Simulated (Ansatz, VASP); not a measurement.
## One calculation of Sb, two programs

```
Sb
1.0
     0.00000    1.83605    1.83605
     1.83605    0.00000    1.83605
     1.83605    1.83605    0.00000
Sb
1
Direct
  0.00000 0.00000 0.00000
```

Change from the starting cell: volume scaled by 0.45, LAPW.

Alike in both runs: task single point; functional PBE; k mesh 15 × 15 × 15; occupations fermi-dirac, width 0.08 eV; no spin polarisation.

```csv
,VASP,Ansatz
version,VASP 6.6.1,Ansatz 0.2.0
potentials or method,"VASP PAW PBE potentials, release 64 (Sb), cutoff 520 eV","all-electron LAPW, scalar-relativistic"
```

VASP gave:

```
pressure (GPa) : 303.6
```

Q: What did Ansatz give for the same quantities?

A: Pressure (GPa): 293.8.

Both programs put the cell under a high pressure, so it lies far from rest at this level. Ansatz ran all-electron here, and VASP with PAW potentials.

Spin-orbit coupling is off throughout. Noted on VASP's run: the cell as given lies far from equilibrium.
